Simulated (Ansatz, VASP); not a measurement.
Two plane-wave programs on Hf

File POSCAR:

```
Hf
1.0
   -1.6245000000      1.8050000000      1.8050000000
    1.6245000000     -1.8050000000      1.8050000000
    1.6245000000      1.8050000000     -1.8050000000
Hf
1
Direct
    0.0000000000      0.0000000000      0.0000000000
```

Contents of INCAR.step1:

```
PREC     = Accurate       # precision mode
ENCUT    = 520            # plane-wave cutoff, eV
ISMEAR   = 0              # smearing method
SIGMA    = 0.15           # smearing width, eV
LREAL    = False          # projectors in reciprocal space
LASPH    = True           # aspherical terms in the spheres
NELM     = 60             # most SCF steps
NBANDS   = 11             # bands
GGA      = PE             # functional
ALGO     = Normal         # electronic algorithm
EDIFF    = 1E-4           # SCF threshold, eV
LWAVE    = True           # write WAVECAR
LCHARG   = False          # write CHGCAR
```

Contents of INCAR.step2:

```
PREC     = Accurate       # precision mode
ENCUT    = 520            # plane-wave cutoff, eV
EDIFF    = 1E-6           # SCF threshold, eV
ISMEAR   = 0              # smearing method
SIGMA    = 0.15           # smearing width, eV
LREAL    = False          # projectors in reciprocal space
LASPH    = True           # aspherical terms in the spheres
NELM     = 60             # most SCF steps
ALGO     = Normal         # electronic algorithm
ISIF     = 2              # what is computed and relaxed
LWAVE    = False          # write WAVECAR
LCHARG   = False          # write CHGCAR
METAGGA  = R2SCAN         # meta-GGA
LMIXTAU  = True         
NBANDS   = 11             # bands
ISTART   = 1
```

KPOINTS

```
Automatic mesh
0
Gamma
  18 18 18
```

Input for Ansatz:

```yaml
crystal:
  lattice:
    - [-1.6245, 1.805, 1.805]
    - [1.6245, -1.805, 1.805]
    - [1.6245, 1.805, -1.805]
  atoms:
    - { symbol: Hf, position: [0.0, 0.0, 0.0] }
basis:
  ecutwfc: 500
kpoints:
  mp_grid: { grid: [18, 18, 18] }
hamiltonian:
  xc: r2scan
scf:
  occupations: { method: gaussian, width: 0.15 }
output:
  forces: true
  stress: true
  eigenvalues: true
```

Change from the starting cell: strain -0.1000 x Voigt [1, 0, 0, 0, 0, 0], atoms carried along.

Alike in both runs: task single point; functional r2SCAN; k mesh 18 × 18 × 18; occupations gaussian, width 0.15 eV; no spin polarisation.

|  | VASP | Ansatz |
| --- | --- | --- |
| version | VASP 6.6.1 | Ansatz 0.2.0 |
| potentials or method | VASP PAW PBE potentials, release 64 (Hf_pv), cutoff 520 eV | scalar-relativistic, plane waves, PAW |
| valence electrons in the cell | 10 | 26 |

```tsv
	VASP	Ansatz	Ansatz less VASP
gap on the k mesh at the Fermi level (eV)	none	none	-
pressure (GPa)	4.8	5.2	+0.40
traceless stress, the component that is largest in VASP (GPa)	-2.00	-2.06	-0.060
```

VASP's potentials were made for PBE, not for r2SCAN. A gap of «none» marks a metal or a gap that the smearing closes. VASP's potentials hold 10 valence electrons a cell and Ansatz's 26, so a difference there can come from the potentials and not from the codes.

Neither program's run includes spin-orbit coupling.
